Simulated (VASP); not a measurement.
# Na (Im-3m) in VASP: a series of runs

Runs on Na. Level: PBEsol. Tasks: single point.

Program: VASP 6.6.1. These are calculated values, not measurements. Logs are shortened: lines on timing, memory, paths and dates and some standing lists are left out, and cuts for length are marked.

## Step 1: The cell of the first run

Symmetry: Im-3m, No. 229, cubic system. Conventional cell: a = 4.282 Å, b = 4.282 Å, c = 4.282 Å, α = 90.00°, β = 90.00°, γ = 90.00°. Na (site symmetry m-3m) has 14 Na at 3.71 to 4.28 Å within 4.9 Å.

## Step 2: Single point, PBEsol

INCAR

```
SYSTEM = Na
ALGO = Normal ; EDIFF = 1E-7
ENCUT = 520 ; GGA = PS
ISIF = 2 ; ISMEAR = 0
LASPH = .TRUE. ; LCHARG = .FALSE.
LREAL = .FALSE. ; LWAVE = .FALSE.
NBANDS = 10 ; NELM = 80
PREC = Accurate ; SIGMA = 0.05
```

KPOINTS

```
k-points
0
G
  9 9 9
  0 0 0
```

POSCAR

```
Na
1.0
   -2.1410000000      2.1410000000      2.1410000000
    2.1410000000     -2.1410000000      2.1410000000
    2.1410000000      2.1410000000     -2.1410000000
Na
1
Direct
    0.0000000000      0.0000000000      0.0000000000
```

Potentials or basis: VASP PAW PBE potentials, release 64 (Na_pv).

Launch:

```
> cat potpaw_PBE.64/Na_pv/POTCAR > POTCAR
> mpirun -np 1 vasp_std > vasp.out
```

OUTCAR:

```text
SYSTEM = Na
   EDIFF = 1E-7
   ENCUT = 520
   GGA = PS
   ISIF = 2
   ISMEAR = 0
   LASPH = .TRUE.
   LREAL = .FALSE.
   NELM = 80
   PREC = Accurate

 ion  position               nearest neighbor table
   1  0.000  0.000  0.000-

  LATTYP: Found a body centered cubic cell.
 ALAT       =     4.2820000000

  Lattice vectors:

 A1 = (  -2.1410000000,   2.1410000000,   2.1410000000)
 A2 = (   2.1410000000,  -2.1410000000,   2.1410000000)
 A3 = (   2.1410000000,   2.1410000000,  -2.1410000000)

Analysis of symmetry for initial positions (statically):
=====================================================================
 Subroutine PRICEL returns:
 Original cell was already a primitive cell.

 Routine SETGRP: Setting up the symmetry group for a
 body centered cubic supercell.

 Subroutine GETGRP returns: Found 48 space group operations
[... 9 lines left out ...]

 Routine SETGRP: Setting up the symmetry group for a
 body centered cubic supercell.

 Subroutine GETGRP returns: Found 48 space group operations
[... 11 lines left out ...]
                                     Primitive cell

  volume of cell :      39.2564

  direct lattice vectors                    reciprocal lattice vectors
    -2.141000000  2.141000000  2.141000000     0.000000000  0.233535731  0.233535731
     2.141000000 -2.141000000  2.141000000     0.233535731  0.000000000  0.233535731
     2.141000000  2.141000000 -2.141000000     0.233535731  0.233535731  0.000000000

  length of vectors
     3.708320779  3.708320779  3.708320779     0.330269398  0.330269398  0.330269398

  position of ions in fractional coordinates (direct lattice)
     0.000000000  0.000000000  0.000000000

  ion indices of the primitive-cell ions
   primitive index   ion index
                 1           1

----------------------------------------------------------------------------------------

 KPOINTS: k-points

Automatic generation of k-mesh.
 Grid dimensions read from file:
 generate k-points for:    9    9    9

 Generating k-lattice:

  Cartesian coordinates                     Fractional coordinates (reciprocal lattice)
     0.000000000  0.025948415  0.025948415     0.111111111  0.000000000  0.000000000
     0.025948415  0.000000000  0.025948415     0.000000000  0.111111111  0.000000000
     0.025948415  0.025948415  0.000000000     0.000000000  0.000000000  0.111111111

  Length of vectors
     0.036696600  0.036696600  0.036696600

  Shift w.r.t. Gamma in fractional coordinates (k-lattice)
     0.000000000  0.000000000  0.000000000

 Subroutine IBZKPT returns following result:
 ===========================================

 Found     35 irreducible k-points:

 Following reciprocal coordinates:
            Coordinates               Weight
  0.000000  0.000000  0.000000      1.000000
  0.111111  0.000000  0.000000     12.000000
  0.222222  0.000000  0.000000     12.000000
  0.333333  0.000000  0.000000     12.000000
  0.444444  0.000000  0.000000     12.000000
  0.111111  0.111111  0.000000     24.000000
[... 16 lines left out ...]
 -0.333333  0.444444  0.111111     48.000000
 -0.444444 -0.444444  0.111111     24.000000
 [... further k-points ...]
   k-points           NKPTS =     35   k-points in BZ     NKDIM =     35   number of bands    NBANDS=     10
   number of dos      NEDOS =    301   number of ions     NIONS =      1
   total plane-waves  NPLWV =  21952
   dimension x,y,z NGX =    28 NGY =   28 NGZ =   28
   dimension x,y,z NGXF=    56 NGYF=   56 NGZF=   56
   ions per type =               1
   NGX,Y,Z   is equivalent  to a cutoff of  12.55, 12.55, 12.55 a.u.
   NGXF,Y,Z  is equivalent  to a cutoff of  25.11, 25.11, 25.11 a.u.
 SYSTEM =  Na
   PREC   = accura    normal or accurate (medium, high low for compatibility)
   ISTART =      0    job   : 0-new  1-cont  2-samecut
   ICHARG =      2    charge: 1-file 2-atom 10-const
   ISPIN  =      1    spin polarized calculation?
   LNONCOLLINEAR =      F non collinear calculations
   LSORBIT =      F    spin-orbit coupling
   LASPH  =      T    aspherical Exc in radial PAW
   ENCUT  =  520.0 eV  38.22 Ry    6.18 a.u.   6.90  6.90  6.90*2*pi/ulx,y,z
   NELM   =     80;   NELMIN=  2; NELMDL= -5     # of ELM steps
   EDIFF  = 0.1E-06   stopping-criterion for ELM
   LREAL  =      F    real-space projection
   EDIFFG = 0.1E-05   stopping-criterion for IOM
   NSW    =      0    number of steps for IOM
   IBRION =     -1    ionic relax: 0-MD 1-quasi-New 2-CG
   NFREE  =      0    steps in history (QN), initial steepest desc. (CG)
   ISIF   =      2    stress and relaxation
   ISYM   =      2    0-nonsym 1-usesym 2-fastsym
   POTIM  = 0.5000    time-step for ionic-motion
   TEBEG  =    0.0;   TEEND  =   0.0 temperature during run
   PSTRESS=    0.0 pullay stress
   NELECT =       7.0000    total number of electrons
   NUPDOWN=      -1.0000    fix difference up-down
   EMIN   =  10.00;   EMAX   =-10.00  energy-range for DOS
   EFERMI =   0.00;   METHOD = LEGACY
   ISMEAR =     0;   SIGMA  =   0.05  broadening in eV -4-tet -1-fermi 0-gaus
   EFERMI_NEDOS =   21; number of points for ismear=-14 and -15
   IALGO  =     38    algorithm
   IMIX   =      4    mixing-type and parameters
     AMIX     =   0.40;   BMIX     =  1.00
     AMIX_MAG =   1.60;   BMIX_MAG =  1.00
  volume/ion in A,a.u.               =      39.26       264.91
  Fermi-wavevector in a.u.,A,eV,Ry     =   0.921448  1.741284 11.552251  0.849066
  Thomas-Fermi vector in A             =   2.046866
   LORBIT       =      0    0 simple, 1 ext, 2 COOP (PROOUT), +10 PAW based schemes
   GGA     = PS    functional components
   LHFCALC =     F    Hartree Fock is set to
   AEXX    =    0.0000 exact exchange contribution
   IVDW    =     0    specifies the selected vdW correction
   LEPSILON=     F    determine dielectric tensor
   LRPA    =     F    only Hartree local field effects (RPA)
 non-spin polarized calculation
 Gauss-broadening in eV      SIGMA  =   0.05
  energy-cutoff  :      520.00
  volume of cell :       39.26
 maximum number of plane-waves:      1075
   NGX = 13   NGY = 13   NGZ = 13

 number of electron       7.0000011 magnetization

 Free energy of the ion-electron system (eV)
  ---------------------------------------------------
  ext. energy  EPLUGINS =         0.00000000
  ---------------------------------------------------
  free energy    TOTEN  =        -1.39914812 eV

  energy without entropy =       -1.39836870  energy(sigma->0) =       -1.39875841

 E-fermi :   0.0863     XC(G=0):  -6.3521

 val. band max:        0.0396735807   @ k =  -0.3333   0.4444   0.1111
 cond. band min:       0.2310305442   @ k =   0.4444   0.0000   0.0000
 fundamental gap:      0.1913569635
 Fermi energy:         0.0862711853

 k-point     1 :       0.0000    0.0000    0.0000
  band No.  band energies     occupation
      1     -24.6845      2.00000
      2     -24.6845      2.00000
      3     -24.6845      2.00000
      4      -3.0097      2.00000
      5      11.5140      0.00000
      6      11.5140      0.00000
      7      11.5140      0.00000
      8      12.4851      0.00000
      9      12.4851      0.00000
     10      13.0037      0.00000

 k-point     2 :       0.1111    0.0000    0.0000
  band No.  band energies     occupation
      1     -24.6879      2.00000
      2     -24.6857      2.00000
      3     -24.6845      2.00000
      4      -2.8009      2.00000
      5       9.3368      0.00000
      6      10.4936      0.00000
      7      10.7990      0.00000
      8      11.2907      0.00000
      9      11.8095      0.00000
     10      13.2659      0.00000

 k-point     3 :       0.2222    0.0000    0.0000
  band No.  band energies     occupation
      1     -24.6967      2.00000
      2     -24.6886      2.00000
      3     -24.6844      2.00000
      4      -2.1794      2.00000
      5       6.6006      0.00000
      6       9.3492      0.00000
      7       9.9024      0.00000
      8      10.2081      0.00000
      9      11.1687      0.00000
     10      13.7663      0.00000

 k-point     4 :       0.3333    0.0000    0.0000
  band No.  band energies     occupation
      1     -24.7065      2.00000
      2     -24.6920      2.00000
      3     -24.6844      2.00000
      4      -1.1591      2.00000
      5       4.1563      0.00000
      6       8.5619      0.00000
      7       9.2765      0.00000
      8       9.4853      0.00000
      9      10.5324      0.00000
     10      14.5775      0.00000

 k-point     5 :       0.4444    0.0000    0.0000
  band No.  band energies     occupation
      1     -24.7129      2.00000
      2     -24.6942      2.00000
      3     -24.6844      2.00000
      4       0.2310      0.00004
      5       2.0546      0.00000
      6       8.1651      0.00000
      7       8.9613      0.00000
      8       9.1247      0.00000
      9      10.1682      0.00000
     10      15.5421      0.00000

 k-point     6 :       0.1111    0.1111    0.0000
  band No.  band energies     occupation
      1     -24.6940      2.00000
      2     -24.6869      2.00000
      3     -24.6853      2.00000
      4      -2.3858      2.00000
      5       7.8342      0.00000
      6       8.3397      0.00000
      7       9.9522      0.00000
      8      11.2794      0.00000
      9      11.9934      0.00000
     10      13.5213      0.00000
[... 183 lines left out ...]
 k-point    21 :      -0.2222    0.3333    0.1111
  band No.  band energies     occupation
      1     -24.7027      2.00000
      2     -24.6934      2.00000
      3     -24.6890      2.00000
      4      -1.1589      2.00000
      5       5.5551      0.00000
      6       6.2141      0.00000
      7       9.0049      0.00000
      8      10.0525      0.00000
      9      11.0958      0.00000
     10      14.4191      0.00000

 k-point    22 :      -0.4444    0.4444    0.1111
  band No.  band energies     occupation
      1     -24.7120      2.00000
      2     -24.6955      2.00000
      3     -24.6869      2.00000
      4       0.4269      0.00000
      5       2.2484      0.00000
      6       7.0601      0.00000
      7       7.9638      0.00000
      8      10.4434      0.00000
      9      11.5137      0.00000
     10      12.7955      0.00000

 k-point    23 :      -0.3333    0.4444    0.1111
  band No.  band energies     occupation
      1     -24.7086      2.00000
      2     -24.6972      2.00000
      3     -24.6892      2.00000
      4       0.0397      1.81249
      5       3.5531      0.00000
      6       5.4073      0.00000
      7       8.8223      0.00000
      8      10.4383      0.00000
      9      10.8549      0.00000
     10      13.6163      0.00000

 k-point    24 :      -0.4444   -0.4444    0.1111
  band No.  band energies     occupation
      1     -24.7109      2.00000
      2     -24.6988      2.00000
      3     -24.6892      2.00000
      4       1.3969      0.00000
      5       1.8620      0.00000
      6       5.1990      0.00000
      7       8.6785      0.00000
      8      10.3486      0.00000
      9      11.7029      0.00000
     10      12.6063      0.00000

 [... further k-points ...]
[... 5 lines left out ...]
  --------------------------------------------------------------------------------------
  -------------------------------------------------------------------------------------
  Total       -0.1361338     -0.1361338     -0.1361338      0.0000000      0.0000000      0.0000000
  in kB       -5.5560557     -5.5560557     -5.5560557      0.0000000      0.0000000      0.0000000
  external PRESSURE =      -5.5560557 kB  Pullay stress =       0.0000000 kB

 VOLUME and BASIS-vectors are now :
 -----------------------------------------------------------------------------
  energy-cutoff  :      520.00
  volume of cell :       39.26
      direct lattice vectors                 reciprocal lattice vectors
    -2.141000000  2.141000000  2.141000000     0.000000000  0.233535731  0.233535731
     2.141000000 -2.141000000  2.141000000     0.233535731  0.000000000  0.233535731
     2.141000000  2.141000000 -2.141000000     0.233535731  0.233535731  0.000000000

 POSITION                                       TOTAL-FORCE (eV/Angst)
 -----------------------------------------------------------------------------------
      0.00000      0.00000      0.00000        -0.000000     -0.000000      0.000000
 -----------------------------------------------------------------------------------
    total drift:                                0.000000     -0.000000     -0.000000

  FREE ENERGIE OF THE ION-ELECTRON SYSTEM (eV)
  ---------------------------------------------------
  free  energy   TOTEN  =        -1.3991481161 eV

  energy  without entropy=       -1.3983687021  energy(sigma->0) =       -1.39875841
```

It took 7.4 s on 1 thread of Intel Xeon Platinum 8488C (Sapphire Rapids), shared host; peak memory 0.15 GiB.

Results:

| Property | Result |
| --- | --- |
| Free energy | -1.3991 eV |
| Pressure | -0.6 GPa |

Caveat: the PAW data sets were made with another functional, which shifts forces and pressure a little.

## Step 3: Single point, PBEsol

This run uses another cell than the first one, of 36.90 Å³/atom, 0.940 times its volume.

INCAR

```
  PREC = Accurate
  ENCUT = 520
  EDIFF = 1E-6
  ISMEAR = -1
  SIGMA = 0.05
  LREAL = F
  LASPH = T
  NELM = 100
  ALGO = Normal
  ISIF = 2
  LWAVE = F
  LCHARG = F
  GGA = PS
  NBANDS = 10
```

KPOINTS

```
Automatic mesh
0
Gamma
  9 9 9
```

POSCAR

```
Na
1.0
   -2.0972938588      2.0972938588      2.0972938588
    2.0972938588     -2.0972938588      2.0972938588
    2.0972938588      2.0972938588     -2.0972938588
Na
1
Direct
    0.0000000000      0.0000000000      0.0000000000
```

Potentials or basis: VASP PAW PBE potentials, release 64 (Na_pv).

Launch:

```
> cat potpaw_PBE.64/Na_pv/POTCAR > POTCAR
> mpirun -np 1 vasp_std > vasp.out
```

Wall time 3.4 s (1 thread of Intel Xeon 6975P-C (Granite Rapids), shared host); peak memory 0.14 GiB.

Results (log left out):

```yaml
Free_energy: -1.4059 eV
Pressure: -0.2 GPa
```

Levels at points of the mesh, in eV from the Fermi level:
| k point | band 1 | band 2 | band 3 | band 4 | band 5 | band 6 |
| --- | --- | --- | --- | --- | --- | --- |
| (0.00, 0.00, 0.00) | -24.77 | -24.77 | -24.77 | -3.27 | 11.78 | 11.78 |

Caveat: the PAW data sets were made with another functional, which shifts forces and pressure a little.
